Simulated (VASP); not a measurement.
# GaSb3 (I4/mmm) in VASP: a series of runs

The runs below take GaSb3 through single point, with PBE+D3(BJ).

Program: VASP 6.6.1. These are calculated values, not measurements. Logs are shortened: lines on timing, memory, paths and dates and some standing lists are left out, and cuts for length are marked.

**1. The cell of the first run**

The structure is tetragonal, space group I4/mmm (No. 139). The conventional cell has a = 4.953 Å, b = 4.953 Å, c = 7.296 Å, α = 90.00°, β = 90.00°, γ = 90.00°. Ga (site symmetry 4/mmm) has 14 Sb at 3.08 to 3.65 Å within 4.0 Å. Sb (site symmetry -4m2) has 4 Ga at 3.08 Å and 10 Sb at 3.08 to 3.65 Å within 4.0 Å. Within 4.0 Å of Sb (site symmetry 4/mmm) lie 8 Sb at 3.08 Å and 6 Ga at 3.50 to 3.65 Å.

**2. Single point, PBE+D3(BJ)**

INCAR

```
  PREC = Accurate
  ENCUT = 520
  EDIFF = 1E-7
  ISMEAR = 0
  SIGMA = 0.15
  LREAL = F
  LASPH = T
  NELM = 60
  ALGO = Normal
  ISIF = 2
  LWAVE = F
  LCHARG = F
  GGA = PE
  IVDW = 12
  NBANDS = 22
```

KPOINTS

```
Automatic mesh
0
Gamma
  10 10 10
```

POSCAR

```
GaSb3
1.0
    0.0000000000      3.5022027149      3.6481278280
    3.5022027149      0.0000000000      3.6481278280
    3.5022027149      3.5022027149      0.0000000000
Ga Sb
1 3
Direct
    0.0000000000      0.0000000000      0.0000000000
    0.2500000000      0.2500000000      0.2500000000
    0.7500000000      0.7500000000      0.7500000000
    0.5000000000      0.5000000000      0.5000000000
```

Potentials or basis: VASP PAW PBE potentials, release 64 (Ga_d, Sb).

On the command line:

```sh
$ cat potpaw_PBE.64/Ga_d/POTCAR potpaw_PBE.64/Sb/POTCAR > POTCAR
$ mpirun -np 1 vasp_std > vasp.out
```

OUTCAR:

```text
PREC = Accurate
   ENCUT = 520
   EDIFF = 1E-7
   ISMEAR = 0
   LREAL = F
   LASPH = T
   NELM = 60
   ISIF = 2
   GGA = PE
   IVDW = 12
 IVDW          = 12

 ion  position               nearest neighbor table
   1  0.000  0.000  0.000-   3 3.08   2 3.08   3 3.08   3 3.08   2 3.08   2 3.08   3 3.08   2 3.08

   2  0.250  0.250  0.250-   1 3.08   4 3.08   1 3.08   1 3.08   4 3.08   4 3.08   4 3.08   1 3.08
                             3 3.50   3 3.50   3 3.50   3 3.50   3 3.65   3 3.65
   3  0.750  0.750  0.750-   4 3.08   1 3.08   4 3.08   4 3.08   1 3.08   1 3.08   4 3.08   1 3.08
                             2 3.50   2 3.50   2 3.50   2 3.50   2 3.65   2 3.65
   4  0.500  0.500  0.500-   2 3.08   3 3.08   2 3.08   2 3.08   3 3.08   3 3.08   3 3.08   2 3.08

  LATTYP: Found a body centered tetragonal cell.
 ALAT       =     4.9528625776
 C/A-ratio  =     1.4731391275

  Lattice vectors:

 A1 = (  -3.5022027149,   0.0000000000,   3.6481278280)
 A2 = (   3.5022027149,   0.0000000000,   3.6481278280)
 A3 = (   0.0000000000,   3.5022027149,  -3.6481278280)

Analysis of symmetry for initial positions (statically):
=====================================================================
 Subroutine PRICEL returns:
 Original cell was already a primitive cell.

 Routine SETGRP: Setting up the symmetry group for a
 body centered tetragonal supercell.

 Subroutine GETGRP returns: Found 16 space group operations
 (whereof 16 operations were pure point group operations)
 out of a pool of 16 trial point group operations.

The static configuration has the point symmetry D_4h.

Analysis of symmetry for dynamics (positions and initial velocities):
=====================================================================
 Subroutine PRICEL returns:
 Original cell was already a primitive cell.

 Routine SETGRP: Setting up the symmetry group for a
 body centered tetragonal supercell.

 Subroutine GETGRP returns: Found 16 space group operations
 (whereof 16 operations were pure point group operations)
 out of a pool of 16 trial point group operations.

The dynamic configuration has the point symmetry D_4h.

 Subroutine INISYM returns: Found 16 space group operations
 (whereof 16 operations are pure point group operations),
 and found     1 'primitive' translations

----------------------------------------------------------------------------------------

                                     Primitive cell

  volume of cell :      89.4917

  direct lattice vectors                    reciprocal lattice vectors
     0.000000000  3.502202715  3.648127828    -0.142767293  0.142767293  0.137056601
     3.502202715  0.000000000  3.648127828     0.142767293 -0.142767293  0.137056601
     3.502202715  3.502202715  0.000000000     0.142767293  0.142767293 -0.137056601

  length of vectors
     5.057100009  5.057100009  4.952862578     0.244027686  0.244027686  0.244027686

  position of ions in fractional coordinates (direct lattice)
     0.000000000  0.000000000  0.000000000
     0.250000000  0.250000000  0.250000000
     0.750000000  0.750000000  0.750000000
     0.500000000  0.500000000  0.500000000

  ion indices of the primitive-cell ions
   primitive index   ion index
                 1           1
                 2           2
                 3           3
                 4           4

----------------------------------------------------------------------------------------

 KPOINTS: Automatic mesh

Automatic generation of k-mesh.
 Grid dimensions read from file:
 generate k-points for:   10   10   10

 Generating k-lattice:

  Cartesian coordinates                     Fractional coordinates (reciprocal lattice)
    -0.014276729  0.014276729  0.013705660     0.100000000  0.000000000  0.000000000
     0.014276729 -0.014276729  0.013705660     0.000000000  0.100000000  0.000000000
     0.014276729  0.014276729 -0.013705660     0.000000000  0.000000000  0.100000000

  Length of vectors
     0.024402769  0.024402769  0.024402769

  Shift w.r.t. Gamma in fractional coordinates (k-lattice)
     0.000000000  0.000000000  0.000000000

 Subroutine IBZKPT returns following result:
 ===========================================

 Found    102 irreducible k-points:

 Following reciprocal coordinates:
            Coordinates               Weight
  0.000000  0.000000  0.000000      1.000000
  0.100000 -0.000000  0.000000      8.000000
  0.200000 -0.000000  0.000000      8.000000
  0.300000 -0.000000  0.000000      8.000000
  0.400000  0.000000  0.000000      8.000000
  0.500000  0.000000  0.000000      4.000000
[... 16 lines left out ...]
  0.300000  0.300000  0.000000      2.000000
  0.400000  0.300000  0.000000      8.000000
 [... further k-points ...]
   k-points           NKPTS =    102   k-points in BZ     NKDIM =    102   number of bands    NBANDS=     22
   number of dos      NEDOS =    301   number of ions     NIONS =      4
   total plane-waves  NPLWV =  64000
   dimension x,y,z NGX =    40 NGY =   40 NGZ =   40
   dimension x,y,z NGXF=    80 NGYF=   80 NGZF=   80
   ions per type =               1   3
   NGX,Y,Z   is equivalent  to a cutoff of  13.15, 13.15, 13.43 a.u.
   NGXF,Y,Z  is equivalent  to a cutoff of  26.30, 26.30, 26.85 a.u.
 SYSTEM =  unknown system
   PREC   = accura    normal or accurate (medium, high low for compatibility)
   ISTART =      0    job   : 0-new  1-cont  2-samecut
   ICHARG =      2    charge: 1-file 2-atom 10-const
   ISPIN  =      1    spin polarized calculation?
   LNONCOLLINEAR =      F non collinear calculations
   LSORBIT =      F    spin-orbit coupling
   LASPH  =      T    aspherical Exc in radial PAW
   ENCUT  =  520.0 eV  38.22 Ry    6.18 a.u.   9.40  9.40  9.21*2*pi/ulx,y,z
   NELM   =     60;   NELMIN=  2; NELMDL= -5     # of ELM steps
   EDIFF  = 0.1E-06   stopping-criterion for ELM
   LREAL  =      F    real-space projection
   EDIFFG = 0.1E-05   stopping-criterion for IOM
   NSW    =      0    number of steps for IOM
   IBRION =     -1    ionic relax: 0-MD 1-quasi-New 2-CG
   NFREE  =      0    steps in history (QN), initial steepest desc. (CG)
   ISIF   =      2    stress and relaxation
   ISYM   =      2    0-nonsym 1-usesym 2-fastsym
   POTIM  = 0.5000    time-step for ionic-motion
   TEBEG  =    0.0;   TEEND  =   0.0 temperature during run
   PSTRESS=    0.0 pullay stress
   NELECT =      28.0000    total number of electrons
   NUPDOWN=      -1.0000    fix difference up-down
   EMIN   =  10.00;   EMAX   =-10.00  energy-range for DOS
   EFERMI =   0.00;   METHOD = LEGACY
   ISMEAR =     0;   SIGMA  =   0.15  broadening in eV -4-tet -1-fermi 0-gaus
   EFERMI_NEDOS =   21; number of points for ismear=-14 and -15
   IALGO  =     38    algorithm
   IMIX   =      4    mixing-type and parameters
     AMIX     =   0.40;   BMIX     =  1.00
     AMIX_MAG =   1.60;   BMIX_MAG =  1.00
  volume/ion in A,a.u.               =      22.37       150.98
  Fermi-wavevector in a.u.,A,eV,Ry     =   1.111390  2.100223 16.805761  1.235189
  Thomas-Fermi vector in A             =   2.247953
   LORBIT       =      0    0 simple, 1 ext, 2 COOP (PROOUT), +10 PAW based schemes
   GGA     = PE    functional components
   LHFCALC =     F    Hartree Fock is set to
   AEXX    =    0.0000 exact exchange contribution
   IVDW    =    12    specifies the selected vdW correction
   LEPSILON=     F    determine dielectric tensor
   LRPA    =     F    only Hartree local field effects (RPA)
 non-spin polarized calculation
 Gauss-broadening in eV      SIGMA  =   0.15
  energy-cutoff  :      520.00
  volume of cell :       89.49
 maximum number of plane-waves:      2429
 NGX is ok and might be reduce to    40
   NGX = 19   NGY = 19   NGZ = 19

 number of electron      28.0000006 magnetization

 Free energy of the ion-electron system (eV)
  ---------------------------------------------------
  ext. energy  EPLUGINS =         0.00000000
  ---------------------------------------------------
  free energy    TOTEN  =       -14.19136005 eV

  energy without entropy =      -14.16983979  energy(sigma->0) =      -14.18059992

 E-fermi :   9.2929     XC(G=0): -10.8667

 val. band max:        9.2861533082   @ k =   0.3000   0.3000   0.0000
 cond. band min:       9.3003455004   @ k =  -0.2000   0.3000   0.1000
 fundamental gap:      0.0141921923
 Fermi energy:         9.2928956908

 k-point     1 :       0.0000    0.0000    0.0000
  band No.  band energies     occupation
      1      -5.5342      2.00000
      2      -5.5312      2.00000
      3      -5.5312      2.00000
      4      -5.5135      2.00000
      5      -5.5081      2.00000
      6      -4.2779      2.00000
[... 14 lines left out ...]
     21      17.2389      0.00000
     22      17.4617      0.00000

 k-point     2 :       0.1000   -0.0000    0.0000
  band No.  band energies     occupation
      1      -5.5343      2.00000
      2      -5.5316      2.00000
      3      -5.5308      2.00000
      4      -5.5137      2.00000
      5      -5.5082      2.00000
      6      -4.1889      2.00000
[... 14 lines left out ...]
     21      16.5041      0.00000
     22      17.1515      0.00000

 k-point     3 :       0.2000   -0.0000    0.0000
  band No.  band energies     occupation
      1      -5.5363      2.00000
      2      -5.5314      2.00000
      3      -5.5297      2.00000
      4      -5.5142      2.00000
      5      -5.5085      2.00000
      6      -3.9226      2.00000
[... 14 lines left out ...]
     21      14.8486      0.00000
     22      16.1346      0.00000
[... 476 lines left out ...]
 k-point    23 :       0.3000    0.3000    0.0000
  band No.  band energies     occupation
      1      -5.5442      2.00000
      2      -5.5255      2.00000
      3      -5.5255      2.00000
      4      -5.5144      2.00000
      5      -5.5126      2.00000
      6      -3.2725      2.00000
[... 14 lines left out ...]
     21      14.0672      0.00000
     22      14.0672      0.00000

 k-point    24 :       0.4000    0.3000    0.0000
  band No.  band energies     occupation
      1      -5.5456      2.00000
      2      -5.5255      2.00000
      3      -5.5244      2.00000
      4      -5.5156      2.00000
      5      -5.5127      2.00000
      6      -2.8571      2.00000
[... 14 lines left out ...]
     21      14.3355      0.00000
     22      14.4397      0.00000

 [... further k-points ...]

------------------------ aborting loop because EDIFF is reached ----------------------------------------

 Edisp (eV)   -2.08210

 E8    (eV) :    -0.9602

  FORCE on cell =-STRESS in cart. coord.  units (eV):
  Direction    XX          YY          ZZ          XY          YZ          ZX
  --------------------------------------------------------------------------------------
  -------------------------------------------------------------------------------------
  Total       3.94507     3.94507     2.57351     0.00000    -0.00000    -0.00000
  in kB      70.62903    70.62903    46.07377     0.00000    -0.00000    -0.00000
  external pressure =       62.44 kB  Pullay stress =        0.00 kB

 VOLUME and BASIS-vectors are now :
 -----------------------------------------------------------------------------
  energy-cutoff  :      520.00
  volume of cell :       89.49
      direct lattice vectors                 reciprocal lattice vectors
     0.000000000  3.502202715  3.648127828    -0.142767293  0.142767293  0.137056601
     3.502202715  0.000000000  3.648127828     0.142767293 -0.142767293  0.137056601
     3.502202715  3.502202715  0.000000000     0.142767293  0.142767293 -0.137056601

 POSITION                                       TOTAL-FORCE (eV/Angst)
 -----------------------------------------------------------------------------------
      0.00000      0.00000      0.00000        -0.000000      0.000000     -0.000000
      1.75110      1.75110      1.82406         0.000000      0.000000      0.000000
      5.25330      5.25330      5.47219        -0.000000     -0.000000     -0.000000
      3.50220      3.50220      3.64813        -0.000000      0.000000      0.000000
 -----------------------------------------------------------------------------------
    total drift:                               -0.000000      0.000000      0.000000

  FREE ENERGIE OF THE ION-ELECTRON SYSTEM (eV)
  ---------------------------------------------------
  free  energy   TOTEN  =       -16.2734599216 eV

  energy  without entropy=      -16.2519396691  energy(sigma->0) =      -16.26269980
```

Run time: 1.8 min. Hardware: 1 thread of Intel Xeon 6975P-C (Granite Rapids), shared host; peak memory 0.37 GiB.

What came out:

| Quantity | Value |
| --- | --- |
| Free energy | -16.2735 eV |
| Pressure | 6.2 GPa |
| Band gap on the k mesh | zero (bands 14 and 15 overlap by 4.44 eV) |
| Dispersion energy per atom | -0.521 eV |

Levels at points of the mesh, in eV from the Fermi level:
| k point | band 10 | band 11 | band 12 | band 13 | band 14 | band 15 | band 16 | band 17 | band 18 | band 19 |
| --- | --- | --- | --- | --- | --- | --- | --- | --- | --- | --- |
| (0.00, 0.00, 0.00) | -3.10 | -2.92 | -2.81 | -2.75 | -2.75 | -2.48 | -1.21 | -0.73 | -0.73 | 3.17 |
| (0.50, 0.00, 0.00) | -4.14 | -3.99 | -3.17 | -3.02 | 0.02 | 0.37 | 2.12 | 2.55 | 2.91 | 3.31 |
| (0.50, 0.50, 0.00) | -5.92 | -5.92 | 1.43 | 1.43 | 1.44 | 2.00 | 2.21 | 2.26 | 2.26 | 4.01 |
| (0.50, 0.00, 0.50) | -6.08 | -6.01 | 0.88 | 1.13 | 1.44 | 1.66 | 1.74 | 2.53 | 2.75 | 4.35 |

Caveat: the cell stands under pressure; spin-orbit coupling is left out, which moves the levels of the heavy elements.

**3. Single point, PBE+D3(BJ)**

This run uses another cell than the first one, of 23.00 Å³/atom.

INCAR

```
PREC = Accurate
ENCUT = 520
EDIFF = 1E-6
ISMEAR = 0
SIGMA = 0.15
LREAL = False
LASPH = True
NELM = 100
ALGO = Normal
ISIF = 2
LWAVE = False
LCHARG = False
GGA = PE
IVDW = 12
NBANDS = 22
```

KPOINTS is that of step 2.

POSCAR

```
GaSb3
1.0
    0.0000000000      3.5507228150      3.6481278280
    3.5507228150      0.0000000000      3.6481278280
    3.5507228150      3.5507228150      0.0000000000
Ga Sb
1 3
Direct
    0.0000000000      0.0000000000      0.0000000000
    0.2500000000      0.2500000000      0.2500000000
    0.7500000000      0.7500000000      0.7500000000
    0.5000000000      0.5000000000      0.5000000000
```

Potentials or basis: VASP PAW PBE potentials, release 64 (Ga_d, Sb).

On the command line:

```sh
$ cat potpaw_PBE.64/Ga_d/POTCAR potpaw_PBE.64/Sb/POTCAR > POTCAR
$ mpirun -np 1 vasp_std > vasp.out
```

OUTCAR:

```text
PREC = Accurate
   ENCUT = 520
   EDIFF = 1E-6
   ISMEAR = 0
   LREAL = False
   LASPH = True
   NELM = 100
   ISIF = 2
   GGA = PE
   IVDW = 12
 IVDW          = 12

 ion  position               nearest neighbor table
   1  0.000  0.000  0.000-   3 3.10   2 3.10   3 3.10   2 3.10   3 3.10   3 3.10   2 3.10   2 3.10

   2  0.250  0.250  0.250-   1 3.10   4 3.10   1 3.10   1 3.10   4 3.10   1 3.10   4 3.10   4 3.10
                             3 3.55   3 3.55   3 3.55   3 3.55   3 3.65   3 3.65
[... 810 lines left out ...]
  --------------------------------------------------------------------------------------
  -------------------------------------------------------------------------------------
  Total       2.49365     2.49365     1.57405     0.00000    -0.00000    -0.00000
  in kB      43.43230    43.43230    27.41552     0.00000    -0.00000    -0.00000
  external pressure =       38.09 kB  Pullay stress =        0.00 kB

 VOLUME and BASIS-vectors are now :
 -----------------------------------------------------------------------------
  energy-cutoff  :      520.00
  volume of cell :       91.99
      direct lattice vectors                 reciprocal lattice vectors
     0.000000000  3.550722815  3.648127828    -0.140816399  0.140816399  0.137056601
     3.550722815  0.000000000  3.648127828     0.140816399 -0.140816399  0.137056601
     3.550722815  3.550722815  0.000000000     0.140816399  0.140816399 -0.137056601

 POSITION                                       TOTAL-FORCE (eV/Angst)
 -----------------------------------------------------------------------------------
      0.00000      0.00000      0.00000         0.000000      0.000000     -0.000000
      1.77536      1.77536      1.82406         0.000000     -0.000000      0.000000
      5.32608      5.32608      5.47219        -0.000000      0.000000     -0.000000
      3.55072      3.55072      3.64813         0.000000      0.000000     -0.000000
 -----------------------------------------------------------------------------------
    total drift:                               -0.000000      0.000000      0.000000

  FREE ENERGIE OF THE ION-ELECTRON SYSTEM (eV)
  ---------------------------------------------------
  free  energy   TOTEN  =       -16.3620308178 eV

  energy  without entropy=      -16.3421163837  energy(sigma->0) =      -16.35207360
```

stdout:

```text
POSCAR found type information on POSCAR GaSb
 POSCAR found :  2 types and       4 ions
 scaLAPACK will be used
 LDA part: xc-table for (Slater+PW92), standard interpolation
 POSCAR, INCAR and KPOINTS ok, starting setup
 FFT: planning ... GRIDC
 FFT: planning ... GRID_SOFT
 FFT: planning ... GRID
 WAVECAR not read
 entering main loop
```

It took 95 s on 1 thread of Intel Xeon 6975P-C (Granite Rapids), shared host; peak memory 0.38 GiB.

What came out:

```yaml
Free_energy: -16.3620 eV
Pressure: 3.8 GPa
Band_gap_on_the_k_mesh: zero (bands 14 and 15 overlap by 4.37 eV)
Dispersion_energy_per_atom: -0.506 eV
```

Caveat: the cell stands under pressure; spin-orbit coupling is left out, which moves the levels of the heavy elements.

The gap in the log of VASP goes by the Fermi energy; the results here count the filled bands.